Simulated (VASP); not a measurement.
C, 6 atoms in the cell. Symmetry: P-3m1, No. 164, trigonal system. Conventional cell: a = 2.459 Å, b = 2.459 Å, c = 11.794 Å, α = 90.00°, β = 90.00°, γ = 120.00°. Within 1.9 Å of C (site symmetry 3m) lie 3 C at 1.42 Å. Within 1.9 Å of C (site symmetry 3m) lie 3 C at 1.42 Å. C (site symmetry 3m) has 3 C at 1.42 Å within 1.9 Å.  This cell differs from its parent crystal: the distance across one plane changed.

| Quantity | Value |
| --- | --- |
| Program | VASP 6.6.1 |
| Task | single point |
| Functional | PBEsol |
| Potentials or basis | VASP PAW PBE potentials, release 64 (C) |
| Cutoff | 520 eV |
| k mesh | 15 × 15 × 3 |
| Occupations | gaussian, width 0.05 eV |
| Spin | no spin polarisation |
| Dipole correction | no |
| Further INCAR settings | ALGO = Normal; EDIFF = 1e-06; NBANDS = 21 |

Potentials or basis: VASP PAW PBE potentials, release 64 (C).

Command:

```bash
$ cat potpaw_PBE.64/C/POTCAR > POTCAR
$ mpirun -np 1 vasp_std > vasp.out
```

Hardware: 1 thread of Intel(R) Xeon(R) Platinum 8124M CPU @ 3.00GHz (Skylake/Cascade Lake) (shared host).

Question: How long does it take, and how much memory?

Answer: Run time: 73 s on 1 thread of Intel(R) Xeon(R) Platinum 8124M CPU @ 3.00GHz (Skylake/Cascade Lake), with other jobs on the host, peak memory 0.2 GiB. Counts: scf iterations 14, k points 73.
